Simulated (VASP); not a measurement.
**Al2O3: single point with LDA**

The system is Al2O3.

```
CELL_PARAMETERS angstrom
4.77629 0.00000 0.00000
0.00000 9.95605 0.00000
0.00000 0.00000 2.73662
ATOMIC_POSITIONS crystal
Al 0.41388 0.33100 0.50000
Al 0.58612 0.66900 0.50000
Al 0.91388 0.16900 0.00000
Al 0.08612 0.83100 0.00000
O 0.73156 0.22269 0.50000
O 0.00000 0.00000 0.00000
O 0.76844 0.72269 0.00000
O 0.23156 0.27731 0.00000
O 0.26844 0.77731 0.50000
O 0.50000 0.50000 0.50000
```

This cell differs from its parent crystal: strain +0.040 along x and y, -0.080 along z.

- Program: VASP 6.6.1
- Task: single point
- Functional: LDA
- Potentials or basis: VASP PAW LDA potentials, release 64 (Al, O)
- Cutoff: 520 eV
- k mesh: 6 × 4 × 8
- Occupations: gaussian, width 0.05 eV
- Spin: no spin polarisation
- Dipole correction: no
- Further INCAR settings: ALGO = Normal; EDIFF = 1e-06; NBANDS = 35

```json
{"Pressure": "3.4 GPa", "Largest force": "2.467 eV/Å", "Band gap on the k mesh": "2.53 eV"}
```

Forces in eV/Å, atoms in the order of the input:
```
Al   1.724  1.764  0.000
Al  -1.724 -1.764  0.000
Al   1.724 -1.764  0.000
Al  -1.724  1.764  0.000
O   -1.440  1.102  0.000
O    0.000  0.000  0.000
O    1.440  1.102  0.000
O   -1.440 -1.102  0.000
O    1.440 -1.102  0.000
O    0.000  0.000  0.000
```

Stress tensor (GPa, compression positive):
```
 -1.90   0.00   0.00
  0.00 -16.71   0.00
  0.00   0.00  28.95
```

Levels at points of the mesh, in eV from the valence-band top:
| k point | band 21 | band 22 | band 23 | band 24 | band 25 | band 26 | band 27 | band 28 |
| --- | --- | --- | --- | --- | --- | --- | --- | --- |
| (0.00, 0.00, 0.00) | -2.11 | -1.48 | -0.03 | 0.00 | 2.53 | 4.62 | 5.26 | 5.99 |
| (0.50, 0.00, 0.00) | -1.93 | -1.93 | -0.01 | -0.01 | 4.85 | 4.85 | 5.97 | 5.97 |
| (0.00, 0.50, 0.00) | -1.78 | -1.78 | -0.01 | -0.01 | 3.31 | 3.31 | 6.10 | 6.10 |
| (0.50, 0.50, 0.00) | -1.86 | -1.86 | -0.01 | -0.01 | 4.76 | 4.76 | 5.70 | 5.70 |
| (0.00, 0.00, 0.50) | -2.67 | -2.67 | -1.26 | -1.26 | 5.37 | 5.37 | 6.43 | 6.43 |
| (0.50, 0.00, 0.50) | -2.68 | -2.68 | -1.32 | -1.32 | 5.21 | 5.21 | 6.90 | 6.90 |
| (0.00, 0.50, 0.50) | -2.69 | -2.69 | -1.23 | -1.23 | 5.28 | 5.28 | 6.68 | 6.68 |
| (0.50, 0.50, 0.50) | -2.75 | -2.75 | -1.35 | -1.35 | 5.37 | 5.37 | 6.65 | 6.65 |

Wall time 80 s on 1 thread of Intel(R) Xeon(R) 6975P-C (Granite Rapids), with other jobs on the host, peak memory 0.3 GiB.

Caveat: the cell differs from its parent crystal (strain +0.040 along x and y, -0.080 along z); the cell stands under pressure; forces of over 1 eV/Å act on the atoms, so gaps and moduli don't describe the material at rest. A k mesh can miss the band edges.
